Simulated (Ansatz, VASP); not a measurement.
One calculation of SrCl2, two programs

The input INCAR:

```
PREC = Accurate ; ENCUT = 520
EDIFF = 1E-6 ; ISMEAR = -1
SIGMA = 0.05 ; LREAL = F
LASPH = T ; NELM = 60
ALGO = Normal ; ISIF = 2
LWAVE = F ; LCHARG = F
GGA = CA ; NBANDS = 19
```

The input KPOINTS:

```
regular mesh
0
Gamma
  7 7 7
```

Contents of POSCAR:

```
SrCl2
1.0
    0.0000000000      3.5342546063      3.5342546063
    3.5342546063      0.0000000000      3.5342546063
    3.5342546063      3.5342546063      0.0000000000
Sr Cl
1 2
Direct
    0.0000000000      0.0000000000      0.0000000000
    0.7500000000      0.7500000000      0.7500000000
    0.2500000000      0.2500000000      0.2500000000
```

File input.yaml:

```yaml
crystal:
  lattice:
    - [0.0, 3.5342546063, 3.5342546063]
    - [3.5342546063, 0.0, 3.5342546063]
    - [3.5342546063, 3.5342546063, 0.0]
  atoms:
    - { symbol: Sr, position: [0.0, 0.0, 0.0] }
    - { symbol: Cl, position: [0.75, 0.75, 0.75] }
    - { symbol: Cl, position: [0.25, 0.25, 0.25] }
kpoints:
  mp_grid: { grid: [7, 7, 7] }
scf:
  occupations: { method: fermi_dirac, width: 0.05 }
hamiltonian:
  xc: lda
  pseudopotentials: { kind: all_electron, lapw: { basis_error: 0.002 } }
output:
  forces: true
  stress: true
  eigenvalues: true
```

Change from the starting cell: volume scaled by 1.04.

Alike in both runs: task single point; functional LDA; k mesh 7 × 7 × 7; occupations fermi-dirac, width 0.05 eV; no spin polarisation.

```csv
,VASP,Ansatz
version,VASP 6.6.1,Ansatz 0.2.0
potentials or method,"VASP PAW LDA potentials, release 64 (Sr_sv, Cl), cutoff 520 eV","all-electron LAPW, scalar-relativistic"
```

```csv
,VASP,Ansatz,Ansatz less VASP
gap on the k mesh at the Fermi level (eV),4.77,4.77,-0.006
least direct gap on the mesh (eV),5.07,5.07,-0.008
pressure (GPa),-3.8,-3.9,-0.09
```

LDA's correlation is that of Perdew and Zunger in VASP and of Perdew and Wang (1992) in Ansatz. Ansatz ran all-electron here, and VASP with PAW potentials.
